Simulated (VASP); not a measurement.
# CuO (F-43m) in VASP: notebook

CuO is run at these levels: PBE; tasks: single point, relaxation of cell and atoms.

All numbers are computed with VASP 6.6.1; they aren't measurements. Logs are shortened: lines on timing, memory, paths and dates and some standing lists are left out, and cuts for length are marked.

## (1) The cell of the first run

It takes space group F-43m (No. 216, cubic). The conventional cell has a = 4.523 Å, b = 4.523 Å, c = 4.523 Å, α = 90.00°, β = 90.00°, γ = 90.00°. Within 2.6 Å of Cu (site symmetry -43m) lie 4 O at 1.96 Å. O (site symmetry -43m) has 4 Cu at 1.96 Å within 2.6 Å.

## (2) Single point, PBE

The input, INCAR:

```
SYSTEM = CuO
PREC = Accurate
ENCUT = 520
EDIFF = 1E-6
ISMEAR = 0
SIGMA = 0.1
LREAL = .FALSE.
LASPH = .TRUE.
NELM = 80
ALGO = Normal
ISIF = 2
LWAVE = .FALSE.
LCHARG = .FALSE.
GGA = PE
NBANDS = 16
```

The input, KPOINTS:

```
Automatic mesh
0
G
  22 22 22
  0 0 0
```

The input, POSCAR:

```
CuO
1.0
    0.0000000000      2.2616376109      2.2616376109
    2.2616376109      0.0000000000      2.2616376109
    2.2616376109      2.2616376109      0.0000000000
Cu O
1 1
Direct
    0.0000000000      0.0000000000      0.0000000000
    0.7500000000      0.7500000000      0.7500000000
```

Potentials or basis: VASP PAW PBE potentials, release 64 (Cu, O).

The run is started by

```sh
cat potpaw_PBE.64/Cu/POTCAR potpaw_PBE.64/O/POTCAR > POTCAR
mpirun -np 1 vasp_std > vasp.out
```

OUTCAR:

```text
SYSTEM = CuO
   PREC = Accurate
   ENCUT = 520
   EDIFF = 1E-6
   ISMEAR = 0
   LREAL = .FALSE.
   LASPH = .TRUE.
   NELM = 80
   ISIF = 2
   GGA = PE

 ion  position               nearest neighbor table
   1  0.000  0.000  0.000-   2 1.96   2 1.96   2 1.96   2 1.96
   2  0.750  0.750  0.750-   1 1.96   1 1.96   1 1.96   1 1.96

  LATTYP: Found a face centered cubic cell.
 ALAT       =     4.5232752218

  Lattice vectors:

 A1 = (   0.0000000000,   2.2616376109,   2.2616376109)
 A2 = (   2.2616376109,   0.0000000000,   2.2616376109)
 A3 = (   2.2616376109,   2.2616376109,   0.0000000000)

Analysis of symmetry for initial positions (statically):
=====================================================================
 Subroutine PRICEL returns:
 Original cell was already a primitive cell.

 Routine SETGRP: Setting up the symmetry group for a
 face centered cubic supercell.

 Subroutine GETGRP returns: Found 24 space group operations
 (whereof 24 operations were pure point group operations)
 out of a pool of 48 trial point group operations.

The static configuration has the point symmetry T_d .

Analysis of symmetry for dynamics (positions and initial velocities):
=====================================================================
 Subroutine PRICEL returns:
 Original cell was already a primitive cell.

 Routine SETGRP: Setting up the symmetry group for a
 face centered cubic supercell.

 Subroutine GETGRP returns: Found 24 space group operations
 (whereof 24 operations were pure point group operations)
 out of a pool of 48 trial point group operations.

The dynamic configuration has the point symmetry T_d .

 Subroutine INISYM returns: Found 24 space group operations
 (whereof 24 operations are pure point group operations),
 and found     1 'primitive' translations

----------------------------------------------------------------------------------------

                                     Primitive cell

  volume of cell :      23.1366

  direct lattice vectors                    reciprocal lattice vectors
     0.000000000  2.261637611  2.261637611    -0.221078743  0.221078743  0.221078743
     2.261637611  0.000000000  2.261637611     0.221078743 -0.221078743  0.221078743
     2.261637611  2.261637611  0.000000000     0.221078743  0.221078743 -0.221078743

  length of vectors
     3.198438583  3.198438583  3.198438583     0.382919615  0.382919615  0.382919615

  position of ions in fractional coordinates (direct lattice)
     0.000000000  0.000000000  0.000000000
     0.750000000  0.750000000  0.750000000

  ion indices of the primitive-cell ions
   primitive index   ion index
                 1           1
                 2           2

----------------------------------------------------------------------------------------

 KPOINTS: Automatic mesh

Automatic generation of k-mesh.
 Grid dimensions read from file:
 generate k-points for:   22   22   22

 Generating k-lattice:

  Cartesian coordinates                     Fractional coordinates (reciprocal lattice)
    -0.010049034  0.010049034  0.010049034     0.045454545  0.000000000  0.000000000
     0.010049034 -0.010049034  0.010049034     0.000000000  0.045454545  0.000000000
     0.010049034  0.010049034 -0.010049034     0.000000000  0.000000000  0.045454545

  Length of vectors
     0.017405437  0.017405437  0.017405437

  Shift w.r.t. Gamma in fractional coordinates (k-lattice)
     0.000000000  0.000000000  0.000000000

 Subroutine IBZKPT returns following result:
 ===========================================

 Found    328 irreducible k-points:

 Following reciprocal coordinates:
            Coordinates               Weight
  0.000000  0.000000  0.000000      1.000000
  0.045455  0.000000  0.000000      8.000000
  0.090909  0.000000  0.000000      8.000000
  0.136364  0.000000  0.000000      8.000000
  0.181818  0.000000  0.000000      8.000000
  0.227273  0.000000  0.000000      8.000000
[... 16 lines left out ...]
  0.500000  0.045455  0.000000     24.000000
 -0.454545  0.045455  0.000000     24.000000
 [... further k-points ...]
   k-points           NKPTS =    328   k-points in BZ     NKDIM =    328   number of bands    NBANDS=     16
   number of dos      NEDOS =    301   number of ions     NIONS =      2
   total plane-waves  NPLWV =  13824
   dimension x,y,z NGX =    24 NGY =   24 NGZ =   24
   dimension x,y,z NGXF=    48 NGYF=   48 NGZF=   48
   ions per type =               1   1
   NGX,Y,Z   is equivalent  to a cutoff of  12.47, 12.47, 12.47 a.u.
   NGXF,Y,Z  is equivalent  to a cutoff of  24.95, 24.95, 24.95 a.u.
 SYSTEM =  CuO
   PREC   = accura    normal or accurate (medium, high low for compatibility)
   ISTART =      0    job   : 0-new  1-cont  2-samecut
   ICHARG =      2    charge: 1-file 2-atom 10-const
   ISPIN  =      1    spin polarized calculation?
   LNONCOLLINEAR =      F non collinear calculations
   LSORBIT =      F    spin-orbit coupling
   LASPH  =      T    aspherical Exc in radial PAW
   ENCUT  =  520.0 eV  38.22 Ry    6.18 a.u.   5.95  5.95  5.95*2*pi/ulx,y,z
   NELM   =     80;   NELMIN=  2; NELMDL= -5     # of ELM steps
   EDIFF  = 0.1E-05   stopping-criterion for ELM
   LREAL  =      F    real-space projection
   EDIFFG = 0.1E-04   stopping-criterion for IOM
   NSW    =      0    number of steps for IOM
   IBRION =     -1    ionic relax: 0-MD 1-quasi-New 2-CG
   NFREE  =      0    steps in history (QN), initial steepest desc. (CG)
   ISIF   =      2    stress and relaxation
   ISYM   =      2    0-nonsym 1-usesym 2-fastsym
   POTIM  = 0.5000    time-step for ionic-motion
   TEBEG  =    0.0;   TEEND  =   0.0 temperature during run
   PSTRESS=    0.0 pullay stress
   NELECT =      17.0000    total number of electrons
   NUPDOWN=      -1.0000    fix difference up-down
   EMIN   =  10.00;   EMAX   =-10.00  energy-range for DOS
   EFERMI =   0.00;   METHOD = LEGACY
   ISMEAR =     0;   SIGMA  =   0.10  broadening in eV -4-tet -1-fermi 0-gaus
   EFERMI_NEDOS =   21; number of points for ismear=-14 and -15
   IALGO  =     38    algorithm
   IMIX   =      4    mixing-type and parameters
     AMIX     =   0.40;   BMIX     =  1.00
     AMIX_MAG =   1.60;   BMIX_MAG =  1.00
  volume/ion in A,a.u.               =      11.57        78.07
  Fermi-wavevector in a.u.,A,eV,Ry     =   1.477264  2.791624 29.692117  2.182309
  Thomas-Fermi vector in A             =   2.591689
   LORBIT       =      0    0 simple, 1 ext, 2 COOP (PROOUT), +10 PAW based schemes
   GGA     = PE    functional components
   LHFCALC =     F    Hartree Fock is set to
   AEXX    =    0.0000 exact exchange contribution
   IVDW    =     0    specifies the selected vdW correction
   LEPSILON=     F    determine dielectric tensor
   LRPA    =     F    only Hartree local field effects (RPA)
 non-spin polarized calculation
 Gauss-broadening in eV      SIGMA  =   0.10
  energy-cutoff  :      520.00
  volume of cell :       23.14
 maximum number of plane-waves:       636
   NGX = 11   NGY = 11   NGZ = 11

 number of electron      17.0000022 magnetization

 Free energy of the ion-electron system (eV)
  ---------------------------------------------------
  ext. energy  EPLUGINS =         0.00000000
  ---------------------------------------------------
  free energy    TOTEN  =        -9.56277942 eV

  energy without entropy =       -9.55007140  energy(sigma->0) =       -9.55642541

 E-fermi :   4.0108     XC(G=0): -11.0380

 val. band max:        4.0087564404   @ k =   0.1818   0.1818   0.0000
 cond. band min:       4.0138038960   @ k =   0.3636   0.2727   0.0909
 fundamental gap:      0.0050474556
 Fermi energy:         4.0107818960

 k-point     1 :       0.0000    0.0000    0.0000
  band No.  band energies     occupation
      1     -14.8763      2.00000
      2      -0.8756      2.00000
      3      -0.8756      2.00000
      4      -0.8756      2.00000
      5       1.9759      2.00000
      6       1.9759      2.00000
[... 8 lines left out ...]
     15      25.0755      0.00000
     16      25.0938      0.00000

 k-point     2 :       0.0455    0.0000    0.0000
  band No.  band energies     occupation
      1     -14.8638      2.00000
      2      -0.9106      2.00000
      3      -0.8690      2.00000
      4      -0.8690      2.00000
      5       1.9735      2.00000
      6       1.9735      2.00000
[... 8 lines left out ...]
     15      24.8312      0.00000
     16      24.8312      0.00000

 k-point     3 :       0.0909    0.0000    0.0000
  band No.  band energies     occupation
      1     -14.8273      2.00000
      2      -1.0083      2.00000
      3      -0.8500      2.00000
      4      -0.8500      2.00000
      5       1.9672      2.00000
      6       1.9672      2.00000
[... 8 lines left out ...]
     15      24.3717      0.00000
     16      24.3717      0.00000

 k-point     4 :       0.1364    0.0000    0.0000
  band No.  band energies     occupation
      1     -14.7689      2.00000
      2      -1.1500      2.00000
      3      -0.8204      2.00000
      4      -0.8204      2.00000
      5       1.9599      2.00000
      6       1.9599      2.00000
[... 8 lines left out ...]
     15      23.9649      0.00000
     16      23.9649      0.00000
[... 324 lines left out ...]
 k-point    22 :       0.4545    0.0455    0.0000
  band No.  band energies     occupation
      1     -14.2411      2.00000
      2      -1.9200      2.00000
      3      -0.6199      2.00000
      4      -0.5975      2.00000
      5       2.0529      2.00000
      6       2.0880      2.00000
[... 8 lines left out ...]
     15      25.0644      0.00000
     16      25.7054      0.00000

 k-point    23 :       0.5000    0.0455    0.0000
  band No.  band energies     occupation
      1     -14.2181      2.00000
      2      -1.9380      2.00000
      3      -0.6140      2.00000
      4      -0.5905      2.00000
      5       2.0769      2.00000
      6       2.0902      2.00000
[... 8 lines left out ...]
     15      25.4433      0.00000
     16      25.7402      0.00000

 k-point    24 :      -0.4545    0.0455    0.0000
  band No.  band energies     occupation
      1     -14.2228      2.00000
      2      -1.9340      2.00000
      3      -0.6156      2.00000
      4      -0.5922      2.00000
      5       2.0735      2.00000
      6       2.0871      2.00000
[... 8 lines left out ...]
     15      25.4795      0.00000
     16      25.5938      0.00000

 [... further k-points ...]

------------------------ aborting loop because EDIFF is reached ----------------------------------------

  FORCE on cell =-STRESS in cart. coord.  units (eV):
  Direction    XX          YY          ZZ          XY          YZ          ZX
  --------------------------------------------------------------------------------------
  -------------------------------------------------------------------------------------
  Total        0.0853176      0.0853176      0.0853176     -0.0000000     -0.0000000      0.0000000
  in kB        5.9081299      5.9081299      5.9081299     -0.0000000     -0.0000000      0.0000000
  external PRESSURE =       5.9081299 kB  Pullay stress =       0.0000000 kB

 VOLUME and BASIS-vectors are now :
 -----------------------------------------------------------------------------
  energy-cutoff  :      520.00
  volume of cell :       23.14
      direct lattice vectors                 reciprocal lattice vectors
     0.000000000  2.261637611  2.261637611    -0.221078743  0.221078743  0.221078743
     2.261637611  0.000000000  2.261637611     0.221078743 -0.221078743  0.221078743
     2.261637611  2.261637611  0.000000000     0.221078743  0.221078743 -0.221078743

 POSITION                                       TOTAL-FORCE (eV/Angst)
 -----------------------------------------------------------------------------------
      0.00000      0.00000      0.00000         0.000000      0.000000      0.000000
      3.39246      3.39246      3.39246        -0.000000     -0.000000     -0.000000
 -----------------------------------------------------------------------------------
    total drift:                               -0.000001     -0.000001     -0.000002

  FREE ENERGIE OF THE ION-ELECTRON SYSTEM (eV)
  ---------------------------------------------------
  free  energy   TOTEN  =        -9.5627794229 eV

  energy  without entropy=       -9.5500714044  energy(sigma->0) =       -9.55642541
```

It took 33 s on 1 thread of Intel Xeon 6975P-C (Granite Rapids), shared host; peak memory 0.23 GiB.

Results:

```
Free energy            : -9.5628 eV
Pressure               : 0.6 GPa
Band gap on the k mesh : zero (an odd number of electrons rules out a gap without spin polarisation)
```

Levels at points of the mesh, in eV from the Fermi level:
| k point | band 7 | band 8 | band 9 | band 10 | band 11 | band 12 |
| --- | --- | --- | --- | --- | --- | --- |
| (0.00, 0.00, 0.00) | 0.80 | 0.80 | 0.80 | 0.99 | 14.38 | 14.38 |
| (0.50, 0.00, 0.00) | -1.81 | -0.02 | -0.02 | 6.16 | 7.92 | 13.98 |
| (0.50, 0.50, 0.00) | -1.40 | -1.14 | -1.14 | 5.86 | 9.99 | 11.56 |

Caveat: an odd number of electrons without spin polarisation forces a metal; a magnetic or distorted state may lie lower; semilocal functionals often make such compounds metallic where correlation or magnetic order opens a gap, which also shifts bond lengths. With open d or f shells a metallic result of PBE can be an artefact of self-interaction; +U or a hybrid may open a gap.

## (3) Relaxation of cell and atoms, PBE

This run uses another cell than the first one, of 11.35 Å³/atom.

The input, INCAR:

```
SYSTEM = CuO
  PREC = Accurate
  ENCUT = 600
  EDIFF = 1E-7
  ISMEAR = 0
  SIGMA = 0.1
  LREAL = .False.
  LASPH = .True.
  NELM = 80
  ALGO = Normal
  ISIF = 3
  LWAVE = .False.
  LCHARG = .False.
  GGA = PE
  IBRION = 2
  NSW = 100
  EDIFFG = -0.01
```

The input, KPOINTS:

```
regular mesh
0
Gamma
  22 22 22
  0 0 0
```

The input, POSCAR:

```
CuO
1.0
    0.0000000000      2.2473768655      2.2473768655
    2.2473768655      0.0000000000      2.2473768655
    2.2473768655      2.2473768655      0.0000000000
Cu O
1 1
Direct
    0.0000000000      0.0000000000      0.0000000000
    0.7500000000      0.7500000000      0.7500000000
```

Potentials or basis: VASP PAW PBE potentials, release 64 (Cu, O).

The run is started by

```sh
cat potpaw_PBE.64/Cu/POTCAR potpaw_PBE.64/O/POTCAR > POTCAR
mpirun -np 1 vasp_std > vasp.out
```

Wall time 2.2 min (1 thread of Intel Xeon 6975P-C (Granite Rapids), shared host); peak memory 0.26 GiB.

It converged, with:

| Property | Result |
| --- | --- |
| Free energy | -9.5642 eV |
| Relaxed volume | 11.62 Å³/atom |
| Relaxed cell | a = 3.203 Å, b = 3.203 Å, c = 3.203 Å, α = 60.00°, β = 60.00°, γ = 60.00° |
| Space group after relaxing (to 0.1 Å) | F-43m (No. 216) |
| Energy gained by relaxing | 2.7 meV/atom |
| Ionic steps | 3 |
| Pressure after relaxing | 0.0 GPa |
| Band gap on the k mesh | zero (an odd number of electrons rules out a gap without spin polarisation) |

Step by step:
```tsv
step	energy change (eV)	largest force (eV/Å)	pressure (GPa)	volume (Å³)
1	0.0000	0.0000	3.33	22.70
2	-0.0043	0.0000	-1.43	23.49
3	-0.0054	0.0000	0.02	23.23
```

Final structure:
```yaml
crystal:
  lattice:
    - [0.00000, 2.26483, 2.26483]
    - [2.26483, 0.00000, 2.26483]
    - [2.26483, 2.26483, 0.00000]
  atoms:
    - { symbol: Cu, position: [0.00000, 0.00000, 0.00000] }
    - { symbol: O, position: [0.75000, 0.75000, 0.75000] }
```

Levels at points of the mesh, in eV from the Fermi level:
| k point | band 6 | band 7 | band 8 | band 9 | band 10 | band 11 | band 12 |
| --- | --- | --- | --- | --- | --- | --- | --- |
| (0.00, 0.00, 0.00) | -2.02 | 0.80 | 0.80 | 0.80 | 0.99 | 14.35 | 14.35 |
| (0.50, 0.00, 0.00) | -1.91 | -1.81 | -0.01 | -0.01 | 6.15 | 7.91 | 13.96 |
| (0.50, 0.50, 0.00) | -1.80 | -1.39 | -1.13 | -1.13 | 5.86 | 9.95 | 11.55 |

Caveat: an odd number of electrons without spin polarisation forces a metal; a magnetic or distorted state may lie lower; semilocal functionals often make such compounds metallic where correlation or magnetic order opens a gap, which also shifts bond lengths. With open d or f shells a metallic result of PBE can be an artefact of self-interaction; +U or a hybrid may open a gap.

## (4) Single point, PBE

This run uses another cell than the first one: it holds 8 atoms, not 2.

The input, INCAR:

```
SYSTEM = CuO
PREC     = Accurate       ! precision mode
ENCUT    = 520            ! plane-wave cutoff, eV
EDIFF    = 1E-7           ! SCF threshold, eV
ISMEAR   = 0              ! smearing method
SIGMA    = 0.1            ! smearing width, eV
LREAL    = .FALSE.        ! projectors in reciprocal space
LASPH    = .TRUE.         ! aspherical terms in the spheres
NELM     = 80             ! most SCF steps
ALGO     = Normal         ! electronic algorithm
ISIF     = 2              ! what is computed and relaxed
LWAVE    = .FALSE.        ! write WAVECAR
LCHARG   = .FALSE.        ! write CHGCAR
GGA      = PE             ! functional
NBANDS   = 44             ! bands
```

The input, KPOINTS:

```
Automatic mesh
0
G
  8 6 6
  0 0 0
```

The input, POSCAR:

```
CuO
1.0
   -2.2616376109      0.0000000000     -2.2616376109
   -2.2616376109     -4.5232752218      2.2616376109
   -2.2616376109      4.5232752218      2.2616376109
Cu O
4 4
Direct
    0.5000000000      1.0000000000      0.5000000000
    0.0000000000      0.5000000000      0.5000000000
    1.0000000000      1.0000000000      0.0000000000
    0.5000000000      0.5000000000      1.0000000000
    0.5000000000      0.6250000000      0.3750000000
    0.0000000000      0.1250000000      0.3750000000
    0.0000000000      0.6250000000      0.8750000000
    0.5000000000      0.1250000000      0.8750000000
```

The run is started by

```sh
cat potpaw_PBE.64/Cu/POTCAR potpaw_PBE.64/O/POTCAR > POTCAR
mpirun -np 1 vasp_std > vasp.out
```

Run time: 2.2 min. Hardware: 1 thread of Intel Xeon 6975P-C (Granite Rapids), shared host; peak memory 0.31 GiB.

The run converged. Its results:

* Free energy: -38.2511 eV
* Pressure: 0.7 GPa
* Band gap on the k mesh: zero (bands 34 and 35 overlap by 1.33 eV)

Levels at points of the mesh, in eV from the Fermi level:
```
           k point  band 31  band 32  band 33  band 34  band 35  band 36  band 37  band 38
(0.00, 0.00, 0.00)    -0.01    -0.01    -0.01     0.80     0.80     0.81     0.99     5.86
(0.50, 0.00, 0.00)    -0.92    -0.92    -0.60    -0.60     0.09     0.09     6.07     6.07
(0.00, 0.50, 0.00)    -0.52    -0.52     0.44     0.44     0.44     0.44     3.47     3.47
(0.50, 0.50, 0.00)    -0.64    -0.64    -0.52    -0.52    -0.52    -0.52     6.57     6.57
(0.00, 0.50, 0.50)    -0.09    -0.09    -0.09    -0.09     0.09     0.09     3.90     3.90
(0.50, 0.50, 0.50)    -1.14    -1.14    -0.01    -0.01    -0.01    -0.01     5.86     5.86
```

Caveat: semilocal functionals often make such compounds metallic where correlation or magnetic order opens a gap, which also shifts bond lengths.

## (5) The runs side by side

```tsv
task	cell	k mesh	cutoff (eV)	gap on the mesh (eV)	pressure (GPa)
single point	a = 3.198 Å, angles 60.0°, 2 atoms, atomic positions A	22 × 22 × 22	520	none	0.6
relaxation of cell and atoms	relaxed from a = 3.178 Å, angles 60.0°, 2 atoms, atomic positions A	22 × 22 × 22	600	none	0.0
single point	a = 3.198, b = 5.540, c = 5.540 Å, angles 109.5, 90.0, 90.0°, 8 atoms, atomic positions B	8 × 6 × 6	520	none	0.7
```

Alike in all rows: level PBE; potentials or basis VASP PAW PBE potentials, release 64 (Cu, O); no spin polarisation; smearing gaussian 0.1 eV.

Caveats: semilocal functionals often make such compounds metallic where correlation or magnetic order opens a gap, which also shifts bond lengths; an odd number of electrons without spin polarisation forces a metal (at least some runs); a magnetic or distorted state may lie lower (at least some runs).

Total energies depend on the potentials used, so only differences within one code and one set of settings carry meaning.
